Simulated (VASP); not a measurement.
# Si (Imma) in VASP: single point with PBEsol

Aim: the single point of Si with PBEsol.

Everything below comes from runs of VASP 6.6.1. Logs are shortened: lines on timing, memory, paths and dates and some standing lists are left out, and cuts for length are marked.

### 1 The cell of the first run

It takes space group Imma (No. 74, orthorhombic). Conventional cell: a = 3.804 Å, b = 3.864 Å, c = 5.379 Å, α = 90.00°, β = 90.00°, γ = 90.00°. Within 3.1 Å of Si (site symmetry mm2) lie 4 Si at 2.34 to 2.35 Å.

### 2 Single point, PBEsol

INCAR

```
  ALGO = Normal
  EDIFF = 1E-6
  ENCUT = 500
  GGA = PS
  GGA_COMPAT = F
  ISIF = 2
  ISMEAR = 0
  LASPH = T
  LCHARG = T
  LELF = T
  LREAL = F
  LVHAR = T
  LWAVE = F
  NBANDS = 11
  NELM = 120
  PREC = Accurate
  SIGMA = 0.01
```

KPOINTS

```
k-points
0
Gamma
  4 4 4
```

POSCAR

```
Si
1.0
    0.0212946715      2.7108588908      2.6895642193
    2.7108588908      0.0212946715      2.6895642193
    2.7321535623      2.7321535623      0.0000000000
Si
2
Direct
    0.0011229877      0.0011229877     -0.0011229877
    0.2488770123      0.2488770123      0.2511229877
```

Potentials or basis: VASP PAW PBE potentials, release 64 (Si).

The run is started by

```sh
$ cat potpaw_PBE.64/Si/POTCAR > POTCAR
$ mpirun -np 1 vasp_std > vasp.out
```

OUTCAR:

```text
EDIFF = 1E-6
   ENCUT = 500
   GGA = PS
   ISIF = 2
   ISMEAR = 0
   LASPH = T
   LREAL = F
   NELM = 120
   PREC = Accurate

 ion  position               nearest neighbor table
   1  0.001  0.001  0.999-   2 2.34   2 2.34   2 2.35   2 2.35
   2  0.249  0.249  0.251-   1 2.34   1 2.34   1 2.35   1 2.35

  LATTYP: Found a body centered orthorhombic cell.
 ALAT       =     3.8036181958
 B/A-ratio  =     1.0158350348
 C/A-ratio  =     1.4142135624

  Lattice vectors:

 A1 = (   2.7108588908,   0.0212946715,  -2.6895642193)
 A2 = (  -2.7108588908,  -0.0212946715,  -2.6895642193)
 A3 = (   0.0212946715,   2.7108588908,   2.6895642193)

Analysis of symmetry for initial positions (statically):
=====================================================================
 Subroutine PRICEL returns:
 Original cell was already a primitive cell.

 Routine SETGRP: Setting up the symmetry group for a
 body centered orthorhombic supercell.

 Subroutine GETGRP returns: Found  8 space group operations
 (whereof  4 operations were pure point group operations)
 out of a pool of  8 trial point group operations.

The static configuration has the point symmetry C_2v.
 The point group associated with its full space group is D_2h.

Analysis of symmetry for dynamics (positions and initial velocities):
=====================================================================
 Subroutine PRICEL returns:
 Original cell was already a primitive cell.

 Routine SETGRP: Setting up the symmetry group for a
 body centered orthorhombic supercell.

 Subroutine GETGRP returns: Found  8 space group operations
 (whereof  4 operations were pure point group operations)
 out of a pool of  8 trial point group operations.

The dynamic configuration has the point symmetry C_2v.
 The point group associated with its full space group is D_2h.

 Subroutine INISYM returns: Found  8 space group operations
 (whereof  4 operations are pure point group operations),
 and found     1 'primitive' translations

----------------------------------------------------------------------------------------

                                     Primitive cell

  volume of cell :      39.5275

  direct lattice vectors                    reciprocal lattice vectors
     0.021294672  2.710858891  2.689564219    -0.185903722  0.185903722  0.185903722
     2.710858891  0.021294672  2.689564219     0.185903722 -0.185903722  0.185903722
     2.732153562  2.732153562  0.000000000     0.183005819  0.183005819 -0.185903722

  length of vectors
     3.818764863  3.818764863  3.863848622     0.321994693  0.321994693  0.318657267

  position of ions in fractional coordinates (direct lattice)
     0.001122988  0.001122988  0.998877012
     0.248877012  0.248877012  0.251122988

  ion indices of the primitive-cell ions
   primitive index   ion index
                 1           1
                 2           2

----------------------------------------------------------------------------------------

 KPOINTS: k-points

Automatic generation of k-mesh.
 Grid dimensions read from file:
 generate k-points for:    4    4    4

 Generating k-lattice:

  Cartesian coordinates                     Fractional coordinates (reciprocal lattice)
    -0.046475931  0.046475931  0.046475931     0.250000000  0.000000000  0.000000000
     0.046475931 -0.046475931  0.046475931     0.000000000  0.250000000  0.000000000
     0.045751455  0.045751455 -0.046475931    -0.000000000 -0.000000000  0.250000000

  Length of vectors
     0.080498673  0.080498673  0.079664317

  Shift w.r.t. Gamma in fractional coordinates (k-lattice)
     0.000000000  0.000000000  0.000000000

 Subroutine IBZKPT returns following result:
 ===========================================

 Found     18 irreducible k-points:

 Following reciprocal coordinates:
            Coordinates               Weight
  0.000000  0.000000  0.000000      1.000000
  0.250000  0.000000  0.000000      4.000000
  0.500000  0.000000  0.000000      2.000000
  0.250000  0.250000  0.000000      2.000000
  0.500000  0.250000  0.000000      4.000000
 -0.250000  0.250000  0.000000      2.000000
[... 10 lines left out ...]
  0.250000  0.250000  0.500000      2.000000
 -0.250000  0.250000  0.500000      2.000000
   k-points           NKPTS =     18   k-points in BZ     NKDIM =     18   number of bands    NBANDS=     11
   number of dos      NEDOS =    301   number of ions     NIONS =      2
   total plane-waves  NPLWV =  21952
   dimension x,y,z NGX =    28 NGY =   28 NGZ =   28
   dimension x,y,z NGXF=    56 NGYF=   56 NGZF=   56
   ions per type =               2
   NGX,Y,Z   is equivalent  to a cutoff of  12.19, 12.19, 12.05 a.u.
   NGXF,Y,Z  is equivalent  to a cutoff of  24.38, 24.38, 24.09 a.u.
 SYSTEM =  unknown system
   PREC   = accura    normal or accurate (medium, high low for compatibility)
   ISTART =      0    job   : 0-new  1-cont  2-samecut
   ICHARG =      2    charge: 1-file 2-atom 10-const
   ISPIN  =      1    spin polarized calculation?
   LNONCOLLINEAR =      F non collinear calculations
   LSORBIT =      F    spin-orbit coupling
   LASPH  =      T    aspherical Exc in radial PAW
   ENCUT  =  500.0 eV  36.75 Ry    6.06 a.u.   6.96  6.96  7.04*2*pi/ulx,y,z
   NELM   =    120;   NELMIN=  2; NELMDL= -5     # of ELM steps
   EDIFF  = 0.1E-05   stopping-criterion for ELM
   LREAL  =      F    real-space projection
   EDIFFG = 0.1E-04   stopping-criterion for IOM
   NSW    =      0    number of steps for IOM
   IBRION =     -1    ionic relax: 0-MD 1-quasi-New 2-CG
   NFREE  =      0    steps in history (QN), initial steepest desc. (CG)
   ISIF   =      2    stress and relaxation
   ISYM   =      2    0-nonsym 1-usesym 2-fastsym
   POTIM  = 0.5000    time-step for ionic-motion
   TEBEG  =    0.0;   TEEND  =   0.0 temperature during run
   PSTRESS=    0.0 pullay stress
   NELECT =       8.0000    total number of electrons
   NUPDOWN=      -1.0000    fix difference up-down
   EMIN   =  10.00;   EMAX   =-10.00  energy-range for DOS
   EFERMI =   0.00;   METHOD = LEGACY
   ISMEAR =     0;   SIGMA  =   0.01  broadening in eV -4-tet -1-fermi 0-gaus
   EFERMI_NEDOS =   21; number of points for ismear=-14 and -15
   IALGO  =     38    algorithm
   IMIX   =      4    mixing-type and parameters
     AMIX     =   0.40;   BMIX     =  1.00
     AMIX_MAG =   1.60;   BMIX_MAG =  1.00
  volume/ion in A,a.u.               =      19.76       133.37
  Fermi-wavevector in a.u.,A,eV,Ry     =   0.961181  1.816369 12.570000  0.923869
  Thomas-Fermi vector in A             =   2.090530
   LORBIT       =      0    0 simple, 1 ext, 2 COOP (PROOUT), +10 PAW based schemes
   GGA     = PS    functional components
   LHFCALC =     F    Hartree Fock is set to
   AEXX    =    0.0000 exact exchange contribution
   IVDW    =     0    specifies the selected vdW correction
   LEPSILON=     F    determine dielectric tensor
   LRPA    =     F    only Hartree local field effects (RPA)
 non-spin polarized calculation
 Gauss-broadening in eV      SIGMA  =   0.01
  energy-cutoff  :      500.00
  volume of cell :       39.53
 maximum number of plane-waves:      1015
   NGX = 13   NGY = 13   NGZ = 15

 number of electron       8.0000001 magnetization

 Free energy of the ion-electron system (eV)
  ---------------------------------------------------
  ext. energy  EPLUGINS =         0.00000000
  ---------------------------------------------------
  free energy    TOTEN  =       -11.28749088 eV

  energy without entropy =      -11.28749088  energy(sigma->0) =      -11.28749088

 E-fermi :   6.1093     XC(G=0):  -9.5820

 val. band max:        6.0292006456   @ k =   0.0000   0.0000   0.0000
 cond. band min:       6.3454182690   @ k =   0.5000   0.5000   0.0000
 fundamental gap:      0.3162176234
 Fermi energy:         6.1093265128

 k-point     1 :       0.0000    0.0000    0.0000
  band No.  band energies     occupation
      1      -6.1232      2.00000
      2       5.8739      2.00000
      3       6.0031      2.00000
      4       6.0292      2.00000
      5       8.3925      0.00000
      6       8.4259      0.00000
      7       8.5674      0.00000
      8       9.4652      0.00000
      9      13.5701      0.00000
     10      13.7114      0.00000
     11      13.7160      0.00000

 k-point     2 :       0.2500    0.0000    0.0000
  band No.  band energies     occupation
      1      -5.2995      2.00000
      2       2.0375      2.00000
      3       5.0855      2.00000
      4       5.2154      2.00000
      5       7.8845      0.00000
      6       9.3446      0.00000
      7       9.4590      0.00000
      8      12.9170      0.00000
      9      12.9927      0.00000
     10      13.1598      0.00000
     11      14.7499      0.00000

 k-point     3 :       0.5000    0.0000    0.0000
  band No.  band energies     occupation
      1      -3.6963      2.00000
      2      -1.1057      2.00000
      3       4.6401      2.00000
      4       4.7681      2.00000
      5       7.3790      0.00000
      6       9.1086      0.00000
      7       9.2446      0.00000
      8      13.4098      0.00000
      9      16.4968      0.00000
     10      16.5745      0.00000
     11      17.2664      0.00000
[... 183 lines left out ...]
 k-point    17 :       0.2500    0.2500    0.5000
  band No.  band energies     occupation
      1      -4.0856      2.00000
      2       0.4553      2.00000
      3       2.1117      2.00000
      4       4.6444      2.00000
      5       8.3566      0.00000
      6      10.7680      0.00000
      7      11.1547      0.00000
      8      12.2118      0.00000
      9      12.3918      0.00000
     10      15.2641      0.00000
     11      18.5580      0.00000

 k-point    18 :      -0.2500    0.2500    0.5000
  band No.  band energies     occupation
      1      -1.7427      2.00000
      2      -1.7427      2.00000
      3       1.9843      2.00000
      4       1.9843      2.00000
      5      10.1844      0.00000
      6      10.1844      0.00000
      7      11.0134      0.00000
      8      11.0134      0.00000
      9      16.4530      0.00000
     10      16.4530      0.00000
     11      18.9750      0.00000

------------------------ aborting loop because EDIFF is reached ----------------------------------------

  FORCE on cell =-STRESS in cart. coord.  units (eV):
  Direction    XX          YY          ZZ          XY          YZ          ZX
  --------------------------------------------------------------------------------------
  -------------------------------------------------------------------------------------
  Total        0.4874050      0.4874050      0.6616572     -0.2840129      0.0000000     -0.0000000
  in kB       19.7561199     19.7561199     26.8191314    -11.5119726      0.0000000     -0.0000000
  external PRESSURE =      22.1104571 kB  Pullay stress =       0.0000000 kB

 VOLUME and BASIS-vectors are now :
 -----------------------------------------------------------------------------
  energy-cutoff  :      500.00
  volume of cell :       39.53
      direct lattice vectors                 reciprocal lattice vectors
     0.021294672  2.710858891  2.689564219    -0.185903722  0.185903722  0.185903722
     2.710858891  0.021294672  2.689564219     0.185903722 -0.185903722  0.185903722
     2.732153562  2.732153562  0.000000000     0.183005819  0.183005819 -0.185903722

 POSITION                                       TOTAL-FORCE (eV/Angst)
 -----------------------------------------------------------------------------------
      2.73215      2.73215      0.00604         0.000000      0.000000     -0.011141
      1.36608      1.36608      1.33874        -0.000000     -0.000000      0.011141
 -----------------------------------------------------------------------------------
    total drift:                               -0.000000     -0.000000     -0.000000

  FREE ENERGIE OF THE ION-ELECTRON SYSTEM (eV)
  ---------------------------------------------------
  free  energy   TOTEN  =       -11.2874908753 eV

  energy  without entropy=      -11.2874908753  energy(sigma->0) =      -11.28749088
```

Wall time 7.5 s (1 thread of Intel Xeon 6975P-C, shared host); peak memory 0.15 GiB.

Results:

```yaml
Free_energy: -11.2875 eV
Pressure: 2.2 GPa
Largest_force: 0.011 eV/Å
Band_gap_on_the_k_mesh: 0.32 eV, indirect (least direct gap 2.36 eV)
```

Forces on the atoms (eV/Å):
```
Si   0.000  0.000 -0.011
Si   0.000  0.000  0.011
```

Stress tensor (GPa, compression positive):
```
 1.98 -1.15  0.00
-1.15  1.98  0.00
 0.00  0.00  2.68
```

Caveat: the k points lie up to 0.51 Å⁻¹ apart; the PAW data sets were made with another functional, which shifts forces and pressure a little.
